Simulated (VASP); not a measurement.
# Sb in VASP: a series of runs

Runs on Sb. Level: PBEsol. Tasks: single point.

Program: VASP 6.6.1. These are calculated values, not measurements. Logs are shortened: lines on timing, memory, paths and dates and some standing lists are left out, and cuts for length are marked.

## (1) The cell of the first run

The structure is trigonal, space group R-3m (No. 166). The conventional cell has a = 4.499 Å, b = 4.499 Å, c = 5.182 Å, α = 90.00°, β = 90.00°, γ = 120.00°. Within 4.1 Å of Sb (site symmetry -3m) lie 6 Sb at 3.12 Å.

## (2) Single point, PBEsol (strained)

INCAR reads:

```
ALGO = Normal
EDIFF = 1E-7
ENCUT = 520
GGA = PS
ISIF = 2
ISMEAR = 0
LASPH = T
LCHARG = F
LREAL = F
LWAVE = F
NBANDS = 8
NELM = 60
PREC = Accurate
SIGMA = 0.1
```

KPOINTS reads:

```
k-points
0
Gamma
  12 12 12
```

POSCAR reads:

```
Sb
1.0
    3.1181932000      0.0632000000      0.0632000000
    0.0632000000      3.1181932000     -0.0632000000
    0.0632000000     -0.0632000000      3.1181932000
Sb
1
Direct
    0.0000000000      0.0000000000      0.0000000000
```

Potentials or basis: VASP PAW PBE potentials, release 64 (Sb).

On the command line:

```
> cat potpaw_PBE.64/Sb/POTCAR > POTCAR
> mpirun -np 1 vasp_std > vasp.out
```

OUTCAR:

```text
EDIFF = 1E-7
   ENCUT = 520
   GGA = PS
   ISIF = 2
   ISMEAR = 0
   LASPH = T
   LREAL = F
   NELM = 60
   PREC = Accurate

 ion  position               nearest neighbor table
   1  0.000  0.000  0.000-

  LATTYP: Found a trigonal (rhomboedric) cell.
 ALAT       =     3.1194738839
 COS(alpha) =    -0.0400925575

  Lattice vectors:

 A1 = (   0.0632000000,   3.1181932000,  -0.0632000000)
 A2 = (  -3.1181932000,  -0.0632000000,  -0.0632000000)
 A3 = (   0.0632000000,  -0.0632000000,   3.1181932000)

Analysis of symmetry for initial positions (statically):
=====================================================================
 Subroutine PRICEL returns:
 Original cell was already a primitive cell.

 Routine SETGRP: Setting up the symmetry group for a
 trigonal (rhombohedral) supercell.

 Subroutine GETGRP returns: Found 12 space group operations
 (whereof 12 operations were pure point group operations)
 out of a pool of 12 trial point group operations.

The static configuration has the point symmetry D_3d.

Analysis of symmetry for dynamics (positions and initial velocities):
=====================================================================
 Subroutine PRICEL returns:
 Original cell was already a primitive cell.

 Routine SETGRP: Setting up the symmetry group for a
 trigonal (rhombohedral) supercell.

 Subroutine GETGRP returns: Found 12 space group operations
 (whereof 12 operations were pure point group operations)
 out of a pool of 12 trial point group operations.

The dynamic configuration has the point symmetry D_3d.

 Subroutine INISYM returns: Found 12 space group operations
 (whereof 12 operations are pure point group operations),
 and found     1 'primitive' translations

----------------------------------------------------------------------------------------

                                     Primitive cell

  volume of cell :      30.2807

  direct lattice vectors                    reciprocal lattice vectors
     3.118193200  0.063200000  0.063200000     0.320967699 -0.006640001 -0.006640001
     0.063200000  3.118193200 -0.063200000    -0.006640001  0.320967699  0.006640001
     0.063200000 -0.063200000  3.118193200    -0.006640001  0.006640001  0.320967699

  length of vectors
     3.119473884  3.119473884  3.119473884     0.321105034  0.321105034  0.321105034

  position of ions in fractional coordinates (direct lattice)
     0.000000000  0.000000000  0.000000000

  ion indices of the primitive-cell ions
   primitive index   ion index
                 1           1

----------------------------------------------------------------------------------------

 KPOINTS: k-points

Automatic generation of k-mesh.
 Grid dimensions read from file:
 generate k-points for:   12   12   12

 Generating k-lattice:

  Cartesian coordinates                     Fractional coordinates (reciprocal lattice)
     0.026747308 -0.000553333 -0.000553333     0.083333333 -0.000000000 -0.000000000
    -0.000553333  0.026747308  0.000553333    -0.000000000  0.083333333  0.000000000
    -0.000553333  0.000553333  0.026747308    -0.000000000  0.000000000  0.083333333

  Length of vectors
     0.026758753  0.026758753  0.026758753

  Shift w.r.t. Gamma in fractional coordinates (k-lattice)
     0.000000000  0.000000000  0.000000000

 Subroutine IBZKPT returns following result:
 ===========================================

 Found    189 irreducible k-points:

 Following reciprocal coordinates:
            Coordinates               Weight
  0.000000  0.000000  0.000000      1.000000
  0.083333 -0.000000  0.000000      6.000000
  0.166667 -0.000000  0.000000      6.000000
  0.250000  0.000000  0.000000      6.000000
  0.333333 -0.000000 -0.000000      6.000000
  0.416667  0.000000  0.000000      6.000000
[... 16 lines left out ...]
  0.500000  0.166667  0.000000     12.000000
 -0.416667  0.166667  0.000000     12.000000
 [... further k-points ...]
   k-points           NKPTS =    189   k-points in BZ     NKDIM =    189   number of bands    NBANDS=      8
   number of dos      NEDOS =    301   number of ions     NIONS =      1
   total plane-waves  NPLWV =  13824
   dimension x,y,z NGX =    24 NGY =   24 NGZ =   24
   dimension x,y,z NGXF=    48 NGYF=   48 NGZF=   48
   ions per type =               1
   NGX,Y,Z   is equivalent  to a cutoff of  12.79, 12.79, 12.79 a.u.
   NGXF,Y,Z  is equivalent  to a cutoff of  25.58, 25.58, 25.58 a.u.
 SYSTEM =  unknown system
   PREC   = accura    normal or accurate (medium, high low for compatibility)
   ISTART =      0    job   : 0-new  1-cont  2-samecut
   ICHARG =      2    charge: 1-file 2-atom 10-const
   ISPIN  =      1    spin polarized calculation?
   LNONCOLLINEAR =      F non collinear calculations
   LSORBIT =      F    spin-orbit coupling
   LASPH  =      T    aspherical Exc in radial PAW
   ENCUT  =  520.0 eV  38.22 Ry    6.18 a.u.   5.80  5.80  5.80*2*pi/ulx,y,z
   NELM   =     60;   NELMIN=  2; NELMDL= -5     # of ELM steps
   EDIFF  = 0.1E-06   stopping-criterion for ELM
   LREAL  =      F    real-space projection
   EDIFFG = 0.1E-05   stopping-criterion for IOM
   NSW    =      0    number of steps for IOM
   IBRION =     -1    ionic relax: 0-MD 1-quasi-New 2-CG
   NFREE  =      0    steps in history (QN), initial steepest desc. (CG)
   ISIF   =      2    stress and relaxation
   ISYM   =      2    0-nonsym 1-usesym 2-fastsym
   POTIM  = 0.5000    time-step for ionic-motion
   TEBEG  =    0.0;   TEEND  =   0.0 temperature during run
   PSTRESS=    0.0 pullay stress
   NELECT =       5.0000    total number of electrons
   NUPDOWN=      -1.0000    fix difference up-down
   EMIN   =  10.00;   EMAX   =-10.00  energy-range for DOS
   EFERMI =   0.00;   METHOD = LEGACY
   ISMEAR =     0;   SIGMA  =   0.10  broadening in eV -4-tet -1-fermi 0-gaus
   EFERMI_NEDOS =   21; number of points for ismear=-14 and -15
   IALGO  =     38    algorithm
   IMIX   =      4    mixing-type and parameters
     AMIX     =   0.40;   BMIX     =  1.00
     AMIX_MAG =   1.60;   BMIX_MAG =  1.00
  volume/ion in A,a.u.               =      30.28       204.34
  Fermi-wavevector in a.u.,A,eV,Ry     =   0.898137  1.697233 10.975148  0.806651
  Thomas-Fermi vector in A             =   2.020809
   LORBIT       =      0    0 simple, 1 ext, 2 COOP (PROOUT), +10 PAW based schemes
   GGA     = PS    functional components
   LHFCALC =     F    Hartree Fock is set to
   AEXX    =    0.0000 exact exchange contribution
   IVDW    =     0    specifies the selected vdW correction
   LEPSILON=     F    determine dielectric tensor
   LRPA    =     F    only Hartree local field effects (RPA)
 non-spin polarized calculation
 Gauss-broadening in eV      SIGMA  =   0.10
  energy-cutoff  :      520.00
  volume of cell :       30.28
 maximum number of plane-waves:       831
   NGX = 11   NGY = 11   NGZ = 11

 number of electron       5.0000000 magnetization

 Free energy of the ion-electron system (eV)
  ---------------------------------------------------
  ext. energy  EPLUGINS =         0.00000000
  ---------------------------------------------------
  free energy    TOTEN  =        -4.50160639 eV

  energy without entropy =       -4.49728534  energy(sigma->0) =       -4.49944586

 E-fermi :   6.8878     XC(G=0):  -9.6943

 val. band max:        6.8853942765   @ k =  -0.1667   0.0833   0.0833
 cond. band min:       6.9003806836   @ k =   0.4167   0.2500  -0.0000
 fundamental gap:      0.0149864071
 Fermi energy:         6.8877600964

 k-point     1 :       0.0000    0.0000    0.0000
  band No.  band energies     occupation
      1      -5.4824      2.00000
      2       9.8568      0.00000
      3      10.1323      0.00000
      4      10.1323      0.00000
      5      13.7587      0.00000
      6      13.7587      0.00000
      7      14.8568      0.00000
      8      24.3249      0.00000

 k-point     2 :       0.0833   -0.0000    0.0000
  band No.  band energies     occupation
      1      -5.3831      2.00000
      2       8.8361      0.00000
      3      10.0533      0.00000
      4      10.2267      0.00000
      5      13.8406      0.00000
      6      14.3696      0.00000
      7      15.6638      0.00000
      8      23.2321      0.00000

 k-point     3 :       0.1667   -0.0000    0.0000
  band No.  band energies     occupation
      1      -5.0892      2.00000
      2       6.8272      1.60786
      3      10.3181      0.00000
      4      10.4999      0.00000
      5      14.0836      0.00000
      6      14.7802      0.00000
      7      17.9121      0.00000
      8      21.7062      0.00000

 k-point     4 :       0.2500    0.0000    0.0000
  band No.  band energies     occupation
      1      -4.6168      2.00000
      2       4.8554      2.00000
      3      10.7340      0.00000
      4      10.9185      0.00000
      5      14.4769      0.00000
      6      15.2547      0.00000
      7      19.9609      0.00000
      8      20.2932      0.00000

 k-point     5 :       0.3333   -0.0000   -0.0000
  band No.  band energies     occupation
      1      -4.0112      2.00000
      2       3.1310      2.00000
      3      11.2240      0.00000
      4      11.4124      0.00000
      5      14.9857      0.00000
      6      15.8920      0.00000
      7      19.0266      0.00000
      8      19.1205      0.00000
[... 177 lines left out ...]
 k-point    22 :       0.4167    0.1667    0.0000
  band No.  band energies     occupation
      1      -3.0406      2.00000
      2       2.2765      2.00000
      3       8.8775      0.00000
      4      12.1247      0.00000
      5      13.8887      0.00000
      6      16.4283      0.00000
      7      18.3596      0.00000
      8      19.2525      0.00000

 k-point    23 :       0.5000    0.1667    0.0000
  band No.  band energies     occupation
      1      -2.7111      2.00000
      2       1.6866      2.00000
      3       8.9309      0.00000
      4      12.3133      0.00000
      5      13.8152      0.00000
      6      16.8595      0.00000
      7      18.2136      0.00000
      8      18.7329      0.00000

 k-point    24 :      -0.4167    0.1667    0.0000
  band No.  band energies     occupation
      1      -2.9708      2.00000
      2       2.1471      2.00000
      3       8.5453      0.00000
      4      12.1338      0.00000
      5      14.5091      0.00000
      6      16.5808      0.00000
      7      18.5936      0.00000
      8      19.0665      0.00000

 [... further k-points ...]

------------------------ aborting loop because EDIFF is reached ----------------------------------------

  FORCE on cell =-STRESS in cart. coord.  units (eV):
  Direction    XX          YY          ZZ          XY          YZ          ZX
  --------------------------------------------------------------------------------------
  -------------------------------------------------------------------------------------
  Total       -0.5423437     -0.5423437     -0.5423437     -0.0780155      0.0780155     -0.0780155
  in kB      -28.6958382    -28.6958382    -28.6958382     -4.1278643      4.1278643     -4.1278643
  external PRESSURE =     -28.6958382 kB  Pullay stress =       0.0000000 kB

 VOLUME and BASIS-vectors are now :
 -----------------------------------------------------------------------------
  energy-cutoff  :      520.00
  volume of cell :       30.28
      direct lattice vectors                 reciprocal lattice vectors
     3.118193200  0.063200000  0.063200000     0.320967699 -0.006640001 -0.006640001
     0.063200000  3.118193200 -0.063200000    -0.006640001  0.320967699  0.006640001
     0.063200000 -0.063200000  3.118193200    -0.006640001  0.006640001  0.320967699

 POSITION                                       TOTAL-FORCE (eV/Angst)
 -----------------------------------------------------------------------------------
      0.00000      0.00000      0.00000        -0.000000      0.000000      0.000000
 -----------------------------------------------------------------------------------
    total drift:                               -0.000000      0.000000      0.000000

  FREE ENERGIE OF THE ION-ELECTRON SYSTEM (eV)
  ---------------------------------------------------
  free  energy   TOTEN  =        -4.5016063869 eV

  energy  without entropy=       -4.4972853378  energy(sigma->0) =       -4.49944586
```

Wall time 9.4 s (1 thread of Intel Xeon 6975P-C (Granite Rapids), shared host); peak memory 0.16 GiB.

Results:

```
Free energy : -4.5016 eV
Pressure    : -2.9 GPa
```

Caveat: the cell differs from its parent crystal (strained); the PAW data sets were made with another functional, which shifts forces and pressure a little; spin-orbit coupling is left out, which moves the levels of the heavy elements.

## (3) Single point, PBEsol (the cell strained at random)

INCAR reads:

```
PREC = Accurate ; ENCUT = 520
EDIFF = 1E-7 ; ISMEAR = 0
SIGMA = 0.1 ; LREAL = False
LASPH = True ; NELM = 100
ALGO = Normal ; ISIF = 2
LWAVE = False ; LCHARG = True
GGA = PS ; LELF = True
LVHAR = True ; NBANDS = 8
```

KPOINTS reads:

```
Automatic mesh
0
Gamma
  12 12 12
```

POSCAR reads:

```
Sb
1.0
    3.1926112000     -0.0514132000      0.0265756000
   -0.0514132000      3.2394108000      0.0588392000
    0.0265756000      0.0588392000      3.3107952000
Sb
1
Direct
    0.0000000000      0.0000000000      0.0000000000
```

Potentials or basis: VASP PAW PBE potentials, release 64 (Sb).

On the command line:

```
> cat potpaw_PBE.64/Sb/POTCAR > POTCAR
> mpirun -np 1 vasp_std > vasp.out
```

OUTCAR:

```text
PREC = Accurate
   ENCUT = 520
   EDIFF = 1E-7
   ISMEAR = 0
   LREAL = False
   LASPH = True
   NELM = 100
   ISIF = 2
   GGA = PS

 ion  position               nearest neighbor table
   1  0.000  0.000  0.000-

  LATTYP: Found a triclinic cell.
 ALAT       =     4.6369454014
 B/A-ratio  =     0.6886291435
 C/A-ratio  =     1.6123781072
 COS(alpha) =     0.0004392519
 COS(beta)  =     0.6439797218
 COS(gamma) =     0.7000976206

  Lattice vectors:

[... 443 lines left out ...]
      6      14.3332      0.00000
      7      17.2785      0.00000
      8      17.4064      0.00000

 [... further k-points ...]

------------------------ aborting loop because EDIFF is reached ----------------------------------------

  FORCE on cell =-STRESS in cart. coord.  units (eV):
  Direction    XX          YY          ZZ          XY          YZ          ZX
  --------------------------------------------------------------------------------------
  -------------------------------------------------------------------------------------
  Total       -1.3365256     -1.5717794     -1.7092713      0.0895777     -0.0990726     -0.0405999
  in kB      -62.5785996    -73.5936147    -80.0312424      4.1941932     -4.6387625     -1.9009630
  external PRESSURE =     -72.0678189 kB  Pullay stress =       0.0000000 kB

 VOLUME and BASIS-vectors are now :
 -----------------------------------------------------------------------------
  energy-cutoff  :      520.00
  volume of cell :       34.22
      direct lattice vectors                 reciprocal lattice vectors
     3.192611200 -0.051413200  0.026575600     0.313325754  0.005020145 -0.002604269
    -0.051413200  3.239410800  0.058839200     0.005020145  0.308878226 -0.005529657
     0.026575600  0.058839200  3.310795200    -0.002604269 -0.005529657  0.302161417

 POSITION                                       TOTAL-FORCE (eV/Angst)
 -----------------------------------------------------------------------------------
      0.00000      0.00000      0.00000        -0.000000      0.000000      0.000000
 -----------------------------------------------------------------------------------
    total drift:                               -0.000000      0.000000      0.000000

  FREE ENERGIE OF THE ION-ELECTRON SYSTEM (eV)
  ---------------------------------------------------
  free  energy   TOTEN  =        -4.3705338601 eV

  energy  without entropy=       -4.3666084211  energy(sigma->0) =       -4.36857114
```

stdout:

```text
POSCAR found type information on POSCAR Sb
 POSCAR found :  1 types and       1 ions
 scaLAPACK will be used
 -----------------------------------------------------------------------------
|                                                                             |
|                                                                             |
|     You enforced a specific xc type in the INCAR file but a different       |
|     I HOPE YOU KNOW WHAT YOU ARE DOING!                                     |
|                                                                             |
 -----------------------------------------------------------------------------

 LDA part: xc-table for (Slater+PW92), standard interpolation
 POSCAR, INCAR and KPOINTS ok, starting setup
 FFT: planning ... GRIDC
 FFT: planning ... GRID_SOFT
 FFT: planning ... GRID
 WAVECAR not read
 entering main loop
```

It took 47 s on 1 thread of Intel Xeon 6975P-C (Granite Rapids), shared host; peak memory 0.33 GiB.

What came out:

| Property | Result |
| --- | --- |
| Free energy | -4.3705 eV |
| Pressure | -7.2 GPa |

Stress tensor (GPa, compression positive):
```
-6.26  0.42 -0.19
 0.42 -7.36 -0.46
-0.19 -0.46 -8.00
```

Levels at points of the mesh, in eV from the Fermi level:
| k point | band 1 | band 2 | band 3 | band 4 | band 5 | band 6 | band 7 | band 8 |
| --- | --- | --- | --- | --- | --- | --- | --- | --- |
| (0.00, 0.00, 0.00) | -11.46 | 2.42 | 2.95 | 3.32 | 6.49 | 6.92 | 7.53 | 16.57 |
| (0.50, 0.00, 0.00) | -9.32 | -4.78 | 4.15 | 4.68 | 8.63 | 9.88 | 10.17 | 10.65 |
| (0.00, 0.50, 0.00) | -9.48 | -4.74 | 4.01 | 4.90 | 8.52 | 10.03 | 10.18 | 10.80 |
| (0.50, 0.50, 0.00) | -7.25 | -3.14 | -2.76 | 2.61 | 5.71 | 11.47 | 12.25 | 12.30 |
| (0.00, 0.00, 0.50) | -9.71 | -4.68 | 4.33 | 4.75 | 8.61 | 10.29 | 10.37 | 11.25 |
| (0.50, 0.00, 0.50) | -7.50 | -3.23 | -2.75 | 2.57 | 6.03 | 11.59 | 12.61 | 12.67 |
| (0.00, 0.50, 0.50) | -7.68 | -3.24 | -2.80 | 2.55 | 6.29 | 11.81 | 12.85 | 12.93 |
| (0.50, 0.50, 0.50) | -5.31 | -1.69 | -1.42 | -1.01 | 4.69 | 4.90 | 5.35 | 7.11 |

Caveat: the cell differs from its parent crystal (the cell strained at random); the PAW data sets were made with another functional, which shifts forces and pressure a little; spin-orbit coupling is left out, which moves the levels of the heavy elements.

## (4) Single point, PBEsol (volume scaled by 0.88)

INCAR reads:

```
SYSTEM = Sb
PREC     = Accurate       ! precision mode
ENCUT    = 520            ! plane-wave cutoff, eV
EDIFF    = 1E-6           ! SCF threshold, eV
ISMEAR   = 0              ! smearing method
SIGMA    = 0.1            ! smearing width, eV
LREAL    = .FALSE.        ! projectors in reciprocal space
LASPH    = .TRUE.         ! aspherical terms in the spheres
NELM     = 80             ! most SCF steps
ALGO     = Normal         ! electronic algorithm
ISIF     = 2              ! what is computed and relaxed
LWAVE    = .FALSE.        ! write WAVECAR
LCHARG   = .FALSE.        ! write CHGCAR
GGA      = PS             ! functional
NBANDS   = 8              ! bands
```

KPOINTS reads:

```
regular mesh
0
G
  14 14 14
  0 0 0
```

POSCAR reads:

```
Sb
1.0
    2.9340199884      0.0000000000      0.0000000000
    0.0000000000      2.9340199884      0.0000000000
    0.0000000000      0.0000000000      2.9340199884
Sb
1
Direct
    0.0000000000      0.0000000000      0.0000000000
```

On the command line:

```
> cat potpaw_PBE.64/Sb/POTCAR > POTCAR
> mpirun -np 1 vasp_std > vasp.out
```

It took 6 s on 1 thread of Intel Xeon Platinum 8559C (Emerald Rapids), shared host; peak memory 0.15 GiB.

The run converged. Its results:

* Free energy: -4.4341 eV
* Pressure: 10.8 GPa

Levels at points of the mesh, in eV from the Fermi level:
```csv
k point,band 1,band 2,band 3,band 4,band 5,band 6
"(0.00, 0.00, 0.00)",-13.80,3.69,3.69,3.69,7.16,7.16
"(0.50, 0.00, 0.00)",-10.71,-6.83,6.31,6.31,9.59,10.96
"(0.50, 0.50, 0.00)",-7.35,-4.33,-4.33,1.48,9.13,13.72
"(0.50, 0.50, 0.50)",-3.43,-1.94,-1.94,-1.94,4.58,4.58
```

Caveat: the PAW data sets were made with another functional, which shifts forces and pressure a little; spin-orbit coupling is left out, which moves the levels of the heavy elements.

(Continued in part 2 of 2.)
